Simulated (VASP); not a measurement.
# GaAs (Fm-3m) in VASP: notebook

GaAs is run at these levels: PBEsol; tasks: single point.

Everything below comes from runs of VASP 6.6.1. Logs are shortened: lines on timing, memory, paths and dates and some standing lists are left out, and cuts for length are marked.

### Step 1. The cell of the first run

The structure is cubic, space group Fm-3m (No. 225). The conventional cell has a = 5.329 Å, b = 5.329 Å, c = 5.329 Å, α = 90.00°, β = 90.00°, γ = 90.00°. Within 3.5 Å of Ga (site symmetry m-3m) lie 6 As at 2.66 Å. As (site symmetry m-3m) has 6 Ga at 2.66 Å within 3.5 Å.

### Step 2. Single point, PBEsol

INCAR

```
SYSTEM = GaAs
PREC = Accurate
ENCUT = 520
EDIFF = 1E-6
ISMEAR = -1
SIGMA = 0.02
LREAL = .FALSE.
LASPH = .TRUE.
NELM = 60
ALGO = Normal
ISIF = 2
LWAVE = .FALSE.
LCHARG = .FALSE.
GGA = PS
NBANDS = 16
```

KPOINTS

```
regular mesh
0
G
  5 5 5
  0 0 0
```

POSCAR

```
GaAs
1.0
    0.0000000000      2.6645247171      2.6645247171
    2.6645247171      0.0000000000      2.6645247171
    2.6645247171      2.6645247171      0.0000000000
Ga As
1 1
Direct
    0.0000000000      0.0000000000      0.0000000000
    0.5000000000      0.5000000000      0.5000000000
```

Potentials or basis: VASP PAW PBE potentials, release 64 (Ga_d, As).

Command:

```
> cat potpaw_PBE.64/Ga_d/POTCAR potpaw_PBE.64/As/POTCAR > POTCAR
> mpirun -np 1 vasp_std > vasp.out
```

OUTCAR:

```text
SYSTEM = GaAs
   PREC = Accurate
   ENCUT = 520
   EDIFF = 1E-6
   ISMEAR = -1
   LREAL = .FALSE.
   LASPH = .TRUE.
   NELM = 60
   ISIF = 2
   GGA = PS

 ion  position               nearest neighbor table
   1  0.000  0.000  0.000-   2 2.66   2 2.66   2 2.66   2 2.66   2 2.66   2 2.66
   2  0.500  0.500  0.500-   1 2.66   1 2.66   1 2.66   1 2.66   1 2.66   1 2.66

  LATTYP: Found a face centered cubic cell.
 ALAT       =     5.3290494342

  Lattice vectors:

 A1 = (   0.0000000000,   2.6645247171,   2.6645247171)
 A2 = (   2.6645247171,   0.0000000000,   2.6645247171)
 A3 = (   2.6645247171,   2.6645247171,   0.0000000000)

Analysis of symmetry for initial positions (statically):
=====================================================================
 Subroutine PRICEL returns:
 Original cell was already a primitive cell.

 Routine SETGRP: Setting up the symmetry group for a
 face centered cubic supercell.

 Subroutine GETGRP returns: Found 48 space group operations
 (whereof 48 operations were pure point group operations)
 out of a pool of 48 trial point group operations.

The static configuration has the point symmetry O_h .

Analysis of symmetry for dynamics (positions and initial velocities):
=====================================================================
 Subroutine PRICEL returns:
 Original cell was already a primitive cell.

 Routine SETGRP: Setting up the symmetry group for a
 face centered cubic supercell.

 Subroutine GETGRP returns: Found 48 space group operations
 (whereof 48 operations were pure point group operations)
 out of a pool of 48 trial point group operations.

The dynamic configuration has the point symmetry O_h .

 Subroutine INISYM returns: Found 48 space group operations
 (whereof 48 operations are pure point group operations),
 and found     1 'primitive' translations

----------------------------------------------------------------------------------------

                                     Primitive cell

  volume of cell :      37.8346

  direct lattice vectors                    reciprocal lattice vectors
     0.000000000  2.664524717  2.664524717    -0.187650727  0.187650727  0.187650727
     2.664524717  0.000000000  2.664524717     0.187650727 -0.187650727  0.187650727
     2.664524717  2.664524717  0.000000000     0.187650727  0.187650727 -0.187650727

  length of vectors
     3.768206992  3.768206992  3.768206992     0.325020593  0.325020593  0.325020593

[... 64 lines left out ...]
   NELM   =     60;   NELMIN=  2; NELMDL= -5     # of ELM steps
   EDIFF  = 0.1E-05   stopping-criterion for ELM
   LREAL  =      F    real-space projection
   EDIFFG = 0.1E-04   stopping-criterion for IOM
   NSW    =      0    number of steps for IOM
   IBRION =     -1    ionic relax: 0-MD 1-quasi-New 2-CG
   NFREE  =      0    steps in history (QN), initial steepest desc. (CG)
   ISIF   =      2    stress and relaxation
   ISYM   =      2    0-nonsym 1-usesym 2-fastsym
   POTIM  = 0.5000    time-step for ionic-motion
   TEBEG  =    0.0;   TEEND  =   0.0 temperature during run
   PSTRESS=    0.0 pullay stress
   NELECT =      18.0000    total number of electrons
   NUPDOWN=      -1.0000    fix difference up-down
   EMIN   =  10.00;   EMAX   =-10.00  energy-range for DOS
   EFERMI =   0.00;   METHOD = LEGACY
   ISMEAR =    -1;   SIGMA  =   0.02  broadening in eV -4-tet -1-fermi 0-gaus
   EFERMI_NEDOS =   21; number of points for ismear=-14 and -15
   IALGO  =     38    algorithm
   IMIX   =      4    mixing-type and parameters
     AMIX     =   0.40;   BMIX     =  1.00
     AMIX_MAG =   1.60;   BMIX_MAG =  1.00
  volume/ion in A,a.u.               =      18.92       127.66
  Fermi-wavevector in a.u.,A,eV,Ry     =   1.278015  2.415098 22.222696  1.633322
  Thomas-Fermi vector in A             =   2.410582
   LORBIT       =      0    0 simple, 1 ext, 2 COOP (PROOUT), +10 PAW based schemes
   GGA     = PS    functional components
   LHFCALC =     F    Hartree Fock is set to
   AEXX    =    0.0000 exact exchange contribution
   IVDW    =     0    specifies the selected vdW correction
   LEPSILON=     F    determine dielectric tensor
   LRPA    =     F    only Hartree local field effects (RPA)
 non-spin polarized calculation
  energy-cutoff  :      520.00
  volume of cell :       37.83
 maximum number of plane-waves:      1031
   NGX = 13   NGY = 13   NGZ = 13

 number of electron      17.9999983 magnetization

 Free energy of the ion-electron system (eV)
  ---------------------------------------------------
  ext. energy  EPLUGINS =         0.00000000
  ---------------------------------------------------
  free energy    TOTEN  =        -8.45390137 eV

  energy without entropy =       -8.44716049  energy(sigma->0) =       -8.45053093

 E-fermi :   5.6571     XC(G=0): -10.8933

 val. band max:        5.6154796937   @ k =   0.0000   0.0000   0.0000
 cond. band min:       5.6706757537   @ k =   0.4000   0.0000   0.0000
 fundamental gap:      0.0551960600
 Fermi energy:         5.6570837733

 k-point     1 :       0.0000    0.0000    0.0000
  band No.  band energies     occupation
      1      -9.3466      2.00000
      2      -9.3466      2.00000
      3      -9.3261      2.00000
      4      -9.3261      2.00000
      5      -9.3261      2.00000
      6      -7.8980      2.00000
[... 167 lines left out ...]
      3      -9.3271      2.00000
      4      -9.3049      2.00000
      5      -9.2820      2.00000
      6      -4.8079      2.00000
[... 8 lines left out ...]
     15      16.5731      0.00000
     16      20.1124      0.00000

------------------------ aborting loop because EDIFF is reached ----------------------------------------

  FORCE on cell =-STRESS in cart. coord.  units (eV):
  Direction    XX          YY          ZZ          XY          YZ          ZX
  --------------------------------------------------------------------------------------
  -------------------------------------------------------------------------------------
  Total       -0.1023291     -0.1023291     -0.1023291     -0.0000000     -0.0000000      0.0000000
  in kB       -4.3333171     -4.3333171     -4.3333171     -0.0000000     -0.0000000      0.0000000
  external PRESSURE =      -4.3333171 kB  Pullay stress =       0.0000000 kB

 VOLUME and BASIS-vectors are now :
 -----------------------------------------------------------------------------
  energy-cutoff  :      520.00
  volume of cell :       37.83
      direct lattice vectors                 reciprocal lattice vectors
     0.000000000  2.664524717  2.664524717    -0.187650727  0.187650727  0.187650727
     2.664524717  0.000000000  2.664524717     0.187650727 -0.187650727  0.187650727
     2.664524717  2.664524717  0.000000000     0.187650727  0.187650727 -0.187650727

 POSITION                                       TOTAL-FORCE (eV/Angst)
 -----------------------------------------------------------------------------------
      0.00000      0.00000      0.00000        -0.000000     -0.000000     -0.000000
      2.66452      2.66452      2.66452         0.000000      0.000000      0.000000
 -----------------------------------------------------------------------------------
    total drift:                               -0.000000      0.000000      0.000000

  FREE ENERGIE OF THE ION-ELECTRON SYSTEM (eV)
  ---------------------------------------------------
  free  energy   TOTEN  =        -8.4539013719 eV

  energy  without entropy=       -8.4471604850  energy(sigma->0) =       -8.45053093
```

stdout:

```text
POSCAR found type information on POSCAR GaAs
 POSCAR found :  2 types and       2 ions
 scaLAPACK will be used
 -----------------------------------------------------------------------------
|                                                                             |
|                                                                             |
|     You enforced a specific xc type in the INCAR file but a different       |
|     I HOPE YOU KNOW WHAT YOU ARE DOING!                                     |
|                                                                             |
 -----------------------------------------------------------------------------

 LDA part: xc-table for (Slater+PW92), standard interpolation
 POSCAR, INCAR and KPOINTS ok, starting setup
 FFT: planning ... GRIDC
 FFT: planning ... GRID_SOFT
 FFT: planning ... GRID
 WAVECAR not read
 entering main loop
```

It took 12 s on 1 thread of Intel Xeon 6975P-C, shared host; peak memory 0.15 GiB.

Results:

| Item | Value |
| --- | --- |
| Free energy | -8.4539 eV |
| Pressure | -0.4 GPa |
| Band gap on the k mesh | zero (band 9 reaches 6.01 eV, above the bottom of band 10 at 3.01 eV) |

Levels at points of the mesh, in eV from the Fermi level:
```
           k point  band 6  band 7  band 8  band 9  band 10  band 11  band 12  band 13
(0.00, 0.00, 0.00)  -13.56   -0.13   -0.13   -0.13    -0.04     7.09     7.09     7.09
```

Caveat: the k points lie up to 0.41 Å⁻¹ apart; the PAW data sets were made with another functional, which shifts forces and pressure a little.

### Step 3. Single point, PBEsol

INCAR

```
SYSTEM = GaAs
PREC = Accurate
ENCUT = 520
EDIFF = 1E-6
ISMEAR = -1
SIGMA = 0.02
LREAL = .False.
LASPH = .True.
NELM = 100
ALGO = Normal
ISIF = 2
LWAVE = .False.
LCHARG = .False.
GGA = PS
NBANDS = 16
```

KPOINTS

```
Automatic mesh
0
Gamma
  6 6 6
  0 0 0
```

POSCAR is that of step 2.

Potentials or basis: VASP PAW PBE potentials, release 64 (Ga_d, As).

Command:

```
> cat potpaw_PBE.64/Ga_d/POTCAR potpaw_PBE.64/As/POTCAR > POTCAR
> mpirun -np 1 vasp_std > vasp.out
```

Wall time 15 s (1 thread of Intel Xeon 6975P-C, shared host); peak memory 0.16 GiB.

The run converged. Its results:

| Property | Result |
| --- | --- |
| Free energy | -8.5527 eV |
| Pressure | -1.3 GPa |
| Band gap on the k mesh | zero (band 9 reaches 6.14 eV, above the bottom of band 10 at 2.82 eV) |

Levels at points of the mesh, in eV from the Fermi level:
| k point | band 7 | band 8 | band 9 | band 10 | band 11 | band 12 |
| --- | --- | --- | --- | --- | --- | --- |
| (0.00, 0.00, 0.00) | -0.05 | -0.05 | -0.05 | 0.04 | 7.18 | 7.18 |
| (0.50, 0.00, 0.00) | -7.92 | 0.17 | 0.17 | 2.56 | 2.81 | 2.81 |
| (0.50, 0.50, 0.00) | -5.83 | -3.75 | -2.74 | -2.74 | 3.35 | 10.18 |

Caveat: the PAW data sets were made with another functional, which shifts forces and pressure a little.

### Step 4. Single point, PBEsol

INCAR

```
PREC = Accurate
ENCUT = 520
EDIFF = 1E-7
ISMEAR = -1
SIGMA = 0.001
LREAL = F
LASPH = T
NELM = 80
ALGO = Normal
ISIF = 2
LWAVE = F
LCHARG = F
GGA = PS
NBANDS = 16
```

KPOINTS

```
Automatic mesh
0
Gamma
  6 6 6
```

POSCAR is that of step 3.

Potentials or basis: VASP PAW PBE potentials, release 64 (Ga_d, As).

Command:

```
> cat potpaw_PBE.64/Ga_d/POTCAR potpaw_PBE.64/As/POTCAR > POTCAR
> mpirun -np 1 vasp_std > vasp.out
```

OUTCAR:

```text
PREC = Accurate
   ENCUT = 520
   EDIFF = 1E-7
   ISMEAR = -1
   LREAL = F
   LASPH = T
   NELM = 80
   ISIF = 2
   GGA = PS

 ion  position               nearest neighbor table
   1  0.000  0.000  0.000-   2 2.66   2 2.66   2 2.66   2 2.66   2 2.66   2 2.66
   2  0.500  0.500  0.500-   1 2.66   1 2.66   1 2.66   1 2.66   1 2.66   1 2.66

  LATTYP: Found a face centered cubic cell.
 ALAT       =     5.3290494342

  Lattice vectors:

 A1 = (   0.0000000000,   2.6645247171,   2.6645247171)
[... 477 lines left out ...]

------------------------ aborting loop because EDIFF is reached ----------------------------------------

  FORCE on cell =-STRESS in cart. coord.  units (eV):
  Direction    XX          YY          ZZ          XY          YZ          ZX
  --------------------------------------------------------------------------------------
  -------------------------------------------------------------------------------------
  Total       -0.3063531     -0.3063531     -0.3063531      0.0000000      0.0000000     -0.0000000
  in kB      -12.9730957    -12.9730957    -12.9730957      0.0000000      0.0000000     -0.0000000
  external PRESSURE =     -12.9730957 kB  Pullay stress =       0.0000000 kB

 VOLUME and BASIS-vectors are now :
 -----------------------------------------------------------------------------
  energy-cutoff  :      520.00
  volume of cell :       37.83
      direct lattice vectors                 reciprocal lattice vectors
     0.000000000  2.664524717  2.664524717    -0.187650727  0.187650727  0.187650727
     2.664524717  0.000000000  2.664524717     0.187650727 -0.187650727  0.187650727
     2.664524717  2.664524717  0.000000000     0.187650727  0.187650727 -0.187650727

 POSITION                                       TOTAL-FORCE (eV/Angst)
 -----------------------------------------------------------------------------------
      0.00000      0.00000      0.00000         0.000000      0.000000     -0.000000
      2.66452      2.66452      2.66452         0.000000     -0.000000      0.000000
 -----------------------------------------------------------------------------------
    total drift:                               -0.000000      0.000000      0.000000

  FREE ENERGIE OF THE ION-ELECTRON SYSTEM (eV)
  ---------------------------------------------------
  free  energy   TOTEN  =        -8.5511369427 eV

  energy  without entropy=       -8.5510654497  energy(sigma->0) =       -8.55110120
```

OSZICAR:

```text
N       E                     dE             d eps       ncg     rms          rms(c)
DAV:   1     0.795654182652E+02    0.79565E+02   -0.90743E+03   528   0.167E+03
DAV:   2    -0.313824492393E+01   -0.82704E+02   -0.78675E+02   576   0.315E+02
DAV:   3    -0.860023849581E+01   -0.54620E+01   -0.54400E+01   672   0.617E+01
DAV:   4    -0.866575192161E+01   -0.65513E-01   -0.65487E-01   584   0.712E+00
DAV:   5    -0.866666520649E+01   -0.91328E-03   -0.91323E-03   656   0.781E-01    0.238E+00
DAV:   6    -0.856250737025E+01    0.10416E+00   -0.18605E-01   688   0.872E+00    0.137E+00
DAV:   7    -0.855224740891E+01    0.10260E-01   -0.30935E-02   808   0.168E+00    0.488E-01
DAV:   8    -0.855115450253E+01    0.10929E-02   -0.33226E-03   632   0.832E-01    0.646E-02
DAV:   9    -0.855113992756E+01    0.14575E-04   -0.29471E-04   672   0.256E-01    0.480E-02
DAV:  10    -0.855113964249E+01    0.28507E-06   -0.12162E-05   616   0.307E-02    0.424E-02
DAV:  11    -0.855113670801E+01    0.29345E-05   -0.70596E-06   720   0.311E-02    0.653E-03
DAV:  12    -0.855113686731E+01   -0.15930E-06   -0.37461E-07   584   0.477E-03    0.303E-03
DAV:  13    -0.855113694272E+01   -0.75406E-07   -0.27557E-08   328   0.203E-03
   1 F= -.85511369E+01 E0= -.85511012E+01  d E =-.714930E-04
```

stdout:

```text
POSCAR found type information on POSCAR GaAs
 POSCAR found :  2 types and       2 ions
 scaLAPACK will be used
 -----------------------------------------------------------------------------
|                                                                             |
|                                                                             |
|     You enforced a specific xc type in the INCAR file but a different       |
|     I HOPE YOU KNOW WHAT YOU ARE DOING!                                     |
|                                                                             |
 -----------------------------------------------------------------------------

 LDA part: xc-table for (Slater+PW92), standard interpolation
 POSCAR, INCAR and KPOINTS ok, starting setup
 FFT: planning ... GRIDC
 FFT: planning ... GRID_SOFT
 FFT: planning ... GRID
 WAVECAR not read
 entering main loop
```

Wall time 12 s (1 thread of Intel Xeon 6975P-C, shared host); peak memory 0.16 GiB.

Results:

```yaml
Free_energy: -8.5511 eV
Pressure: -1.3 GPa
Band_gap_on_the_k_mesh: zero (band 9 reaches 6.14 eV, above the bottom of band 10 at 2.82 eV)
```

Caveat: the PAW data sets were made with another functional, which shifts forces and pressure a little.

### Step 5. Single point, PBEsol

INCAR

```
PREC = Accurate
ENCUT = 520
EDIFF = 1E-6
ISMEAR = 1
SIGMA = 0.2
LREAL = F
LASPH = T
NELM = 80
ALGO = Normal
ISIF = 2
LWAVE = F
LCHARG = T
GGA = PS
LELF = T
LVHAR = T
NBANDS = 16
```

KPOINTS

```
regular mesh
0
Gamma
  6 6 6
```

POSCAR is that of step 4.

Command:

```
> cat potpaw_PBE.64/Ga_d/POTCAR potpaw_PBE.64/As/POTCAR > POTCAR
> mpirun -np 1 vasp_std > vasp.out
```

Wall time 15 s (1 thread of Intel Xeon 6975P-C, shared host); peak memory 0.16 GiB.

It converged, with:

| Item | Value |
| --- | --- |
| Free energy | -8.5534 eV |
| Pressure | -1.1 GPa |
| Band gap on the k mesh | zero (band 9 reaches 6.13 eV, above the bottom of band 10 at 2.82 eV) |

Levels at points of the mesh, in eV from the Fermi level:
| k point | band 6 | band 7 | band 8 | band 9 | band 10 | band 11 | band 12 | band 13 |
| --- | --- | --- | --- | --- | --- | --- | --- | --- |
| (0.00, 0.00, 0.00) | -13.47 | -0.05 | -0.05 | -0.05 | 0.04 | 7.18 | 7.18 | 7.18 |
| (0.50, 0.00, 0.00) | -11.06 | -7.92 | 0.16 | 0.16 | 2.56 | 2.81 | 2.81 | 4.25 |
| (0.50, 0.50, 0.00) | -10.12 | -5.83 | -3.75 | -2.75 | -2.75 | 3.35 | 10.18 | 10.18 |

Caveat: the PAW data sets were made with another functional, which shifts forces and pressure a little.

### Step 6. Single point, PBEsol, collinear spin, zero start

INCAR

```
SYSTEM = GaAs
ALGO = Normal ; EDIFF = 1E-7
ENCUT = 520 ; GGA = PS
ISIF = 2 ; ISMEAR = -1
ISPIN = 2 ; LASPH = .True.
LCHARG = .True. ; LELF = .True.
LORBIT = 11 ; LREAL = .False.
LVHAR = .True. ; LWAVE = .False.
MAGMOM = 0 0 ; NBANDS = 20
NELM = 150 ; PREC = Accurate
SIGMA = 0.02
```

KPOINTS

```
k-points
0
Gamma
  6 6 6
  0 0 0
```

POSCAR is that of step 5.

Potentials or basis: VASP PAW PBE potentials, release 64 (Ga_d, As).

Command:

```
> cat potpaw_PBE.64/Ga_d/POTCAR potpaw_PBE.64/As/POTCAR > POTCAR
> mpirun -np 1 vasp_std > vasp.out
```

It took 28 s on 1 thread of Intel Xeon 6975P-C, shared host; peak memory 0.18 GiB.

Results (log left out):

```
Free energy                                           : -8.5527 eV
Pressure                                              : -1.3 GPa
Band gap on the k mesh                                : zero (filled and empty bands overlap)
Net moment                                            : 0.00 μB per cell
Valence electrons inside the program's atomic spheres : Ga 11.55; As 2.76
```

Levels at points of the mesh, in eV from the Fermi level:
Spin up:
| k point | band 6 | band 7 | band 8 | band 9 | band 10 | band 11 | band 12 | band 13 |
| --- | --- | --- | --- | --- | --- | --- | --- | --- |
| (0.00, 0.00, 0.00) | -13.47 | -0.05 | -0.05 | -0.05 | 0.04 | 7.18 | 7.18 | 7.18 |
| (0.50, 0.00, 0.00) | -11.05 | -7.92 | 0.17 | 0.17 | 2.56 | 2.81 | 2.81 | 4.25 |
| (0.50, 0.50, 0.00) | -10.12 | -5.83 | -3.75 | -2.74 | -2.74 | 3.35 | 10.18 | 10.18 |
Spin down:
```csv
k point,band 7,band 8,band 9,band 10,band 11,band 12
"(0.00, 0.00, 0.00)",-0.05,-0.05,-0.05,0.04,7.18,7.18
"(0.50, 0.00, 0.00)",-7.92,0.17,0.17,2.56,2.81,2.81
"(0.50, 0.50, 0.00)",-5.83,-3.75,-2.74,-2.74,3.35,10.18
```

Caveat: the PAW data sets were made with another functional, which shifts forces and pressure a little.

### Step 7. The runs side by side

| spin | k mesh | smearing | gap on the mesh (eV) | pressure (GPa) |
| --- | --- | --- | --- | --- |
| off | 5 × 5 × 5 | fermi-dirac 0.02 eV | none | -0.4 |
| off | 6 × 6 × 6 | fermi-dirac 0.02 eV | none | -1.3 |
| off | 6 × 6 × 6 | fermi-dirac 0.001 eV | none | -1.3 |
| off | 6 × 6 × 6 | methfessel-paxton 0.2 eV | none | -1.1 |
| collinear, zero start | 6 × 6 × 6 | fermi-dirac 0.02 eV | none | -1.3 |

Alike in all rows: task single point; level PBEsol; potentials or basis VASP PAW PBE potentials, release 64 (Ga_d, As); cell as given; cutoff (eV) 520.

Caveats: some runs use coarse meshes; the PAW data sets were made with another functional, which shifts forces and pressure a little.

Absolute energies hang on the potentials; compare differences alone.
